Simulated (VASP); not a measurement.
Set up this calculation in VASP 6.6.1, as the native input.

```yaml
Task: single point
Functional: PBEsol
Potentials_or_basis: VASP PAW PBE potentials, release 64 (Cd, Te)
Cutoff: 520 eV
k_mesh: 6 × 6 × 6
Occupations: gaussian, width 0.01 eV
Spin: no spin polarisation
Dipole_correction: no
Further_INCAR_settings: ALGO = Normal; EDIFF = 1e-06; NBANDS = 16
```

The structure of CdTe lies in POSCAR:

```
CdTe
1.0
    3.1984000503      3.1984000503      0.0000000000
   -3.1984000503      3.1984000503      0.0000000000
    0.0000000000      3.1984000503      3.1984000503
Cd Te
1 1
Direct
    0.0000000000      0.0000000000      0.0000000000
    0.7500000000      0.2500000000      0.5000000000
```

These files were run (other wordings do the same):

INCAR

```
SYSTEM = CdTe
PREC     = Accurate       ! precision mode
ENCUT    = 520            ! plane-wave cutoff, eV
EDIFF    = 1E-6           ! SCF threshold, eV
ISMEAR   = 0              ! smearing method
SIGMA    = 0.01           ! smearing width, eV
LREAL    = .FALSE.        ! projectors in reciprocal space
LASPH    = .TRUE.         ! aspherical terms in the spheres
NELM     = 80             ! most SCF steps
ALGO     = Normal         ! electronic algorithm
ISIF     = 2              ! what is computed and relaxed
LWAVE    = .FALSE.        ! write WAVECAR
LCHARG   = .TRUE.         ! write CHGCAR
GGA      = PS             ! functional
LELF     = .TRUE.         ! ELF
LVHAR    = .TRUE.       
NBANDS   = 16             ! bands
```

KPOINTS

```
regular mesh
0
G
  6 6 6
  0 0 0
```

Potentials or basis: VASP PAW PBE potentials, release 64 (Cd, Te).

Command:

```sh
$ cat potpaw_PBE.64/Cd/POTCAR potpaw_PBE.64/Te/POTCAR > POTCAR
$ mpirun -np 1 vasp_std > vasp.out
```

It gave:

```json
{
 "Pressure": "2.2 GPa",
 "Band gap on the k mesh": "0.78 eV, direct"
}
```

Caveat: the PAW data sets were made with another functional, which shifts forces and pressure a little; spin-orbit coupling is left out, which moves the levels of the heavy elements.

Run time: 19 s on 1 thread of Intel(R) Xeon(R) Platinum 8259CL CPU @ 2.50GHz (Skylake/Cascade Lake) (shared host), peak memory 0.2 GiB.
